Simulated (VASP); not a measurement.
Set up this calculation in VASP 6.6.1, as the native input.

```yaml
Task: electric field gradients
Functional: LDA
Potentials_or_basis: VASP PAW LDA potentials, release 64 (P, Ir_sv_GW)
Cutoff: 420 eV
k_mesh: 11 × 11 × 11
Occupations: fermi-dirac, width 0.05 eV
Spin: no spin polarisation
Dipole_correction: no
Second_run: valence_matched
Further_INCAR_settings: ALGO = Normal; EDIFF = 1e-08; NBANDS = 26
```

The structure of PIr2 lies in POSCAR:

```
PIr2
1.0
    0.0000000000      2.7489256148      2.7489256148
    2.7489256148      0.0000000000      2.7489256148
    2.7489256148      2.7489256148      0.0000000000
P Ir
1 2
Direct
    0.0000000000      0.0000000000      0.0000000000
    0.2500000000      0.2500000000      0.2500000000
    0.7500000000      0.7500000000      0.7500000000
```

This cell differs from its parent crystal: volume scaled by 0.98.

The input as run:

INCAR

```
SYSTEM = PIr2
  PREC = Accurate
  ENCUT = 420
  EDIFF = 1E-8
  ISMEAR = -1
  SIGMA = 0.05
  LREAL = .FALSE.
  LASPH = .TRUE.
  NELM = 120
  ALGO = Normal
  ISIF = 2
  LWAVE = .FALSE.
  LCHARG = .FALSE.
  GGA = CA
  LEFG = .TRUE.
  NBANDS = 26
  GGA_COMPAT = .FALSE.
```

KPOINTS

```
regular mesh
0
G
  11 11 11
  0 0 0
```

Potentials or basis: VASP PAW LDA potentials, release 64 (P, Ir_sv_GW).

Command:

```console
$ cat potpaw_LDA.64/P/POTCAR potpaw_LDA.64/Ir_sv_GW/POTCAR > POTCAR
$ mpirun -np 1 vasp_std > vasp.out
```

Results of the run:

* Pressure: 0.8 GPa

Caveat: without QUAD_EFG the Cq values of the log hold for a quadrupole moment of 1 mb, not for the nuclei.

It took 27 s on 1 thread of Intel(R) Xeon(R) Platinum 8559C (Emerald Rapids) (shared host), peak memory 0.17 GiB.
